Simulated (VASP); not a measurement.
**Cu12HF: single point with PBE+D3(BJ)**

The system is Cu12HF, a slab with vacuum.

```xyz
14
Lattice="5.1053 0.0000 0.0000 2.5527 4.4213 0.0000 0.0000 0.0000 17.1685" Properties=species:S:1:pos:R:3 pbc="T T T"
Cu    1.2763    0.7369    1.0000
Cu    3.8290    0.7369    1.0000
Cu    2.5527    2.9476    1.0000
Cu    5.1053    2.9476    1.0000
Cu    0.0039    1.4730    3.0429
Cu    2.5529    1.4747    3.0391
Cu    1.2802    3.6846    3.0446
Cu    3.8305    3.6871    3.0427
Cu    0.0074   -0.0010    5.0927
Cu    2.5586    0.0041    5.0818
Cu    1.2809    2.2106    5.0881
Cu    3.8304    2.2125    5.0719
F     4.7680    0.4018    7.8596
H     4.1221    0.8760    7.3587
```

| Quantity | Value |
| --- | --- |
| Program | VASP 6.6.1 |
| Task | single point |
| Functional | PBE |
| Dispersion | D3(BJ) |
| Potentials or basis | VASP PAW PBE potentials, release 64 (Cu, F, H) |
| Cutoff | 520 eV |
| k mesh | 4 × 4 × 1 |
| Occupations | fermi-dirac, width 0.15 eV |
| Spin | no spin polarisation |
| Dipole correction | no |
| Further INCAR settings | ALGO = Normal; EDIFF = 1e-06; NBANDS = 83 |

| Property | Result |
| --- | --- |
| Largest force | 0.254 eV/Å |
| Band gap on the k mesh | zero (band 70 reaches -0.24 eV, above the bottom of band 71 at -0.30 eV) |
| Dispersion energy per atom | -0.342 eV |

Forces on the atoms (eV/Å):
```
Cu   0.004  0.001 -0.040
Cu  -0.001  0.004 -0.008
Cu   0.005 -0.002 -0.028
Cu   0.000  0.000 -0.006
Cu   0.000 -0.002  0.001
Cu   0.000 -0.001 -0.001
Cu   0.001  0.001  0.005
Cu  -0.001  0.003 -0.002
Cu  -0.004  0.001  0.030
Cu   0.002  0.000  0.019
Cu   0.000  0.003  0.017
Cu   0.000  0.000  0.019
F    0.171 -0.131  0.130
H   -0.177  0.124 -0.134
```

Levels at points of the mesh, in eV from the Fermi level:
| k point | band 68 | band 69 | band 70 | band 71 | band 72 | band 73 |
| --- | --- | --- | --- | --- | --- | --- |
| (0.00, 0.00, 0.00) | -0.05 | 0.01 | 0.02 | 0.05 | 1.13 | 1.15 |
| (0.50, 0.00, 0.00) | -1.51 | -0.03 | -0.02 | 0.29 | 0.46 | 1.14 |
| (0.50, 0.50, 0.00) | -1.51 | -0.02 | -0.02 | 0.34 | 0.40 | 1.14 |
| (0.00, 0.50, 0.00) | -1.51 | -0.02 | -0.02 | 0.32 | 0.42 | 1.14 |

It took 14 min on 1 thread of Intel(R) Xeon(R) Platinum 8259CL CPU @ 2.50GHz (Skylake/Cascade Lake) (shared host), peak memory 0.63 GiB.

With open d or f shells a metallic result of PBE can be an artefact of self-interaction; +U or a hybrid may open a gap.
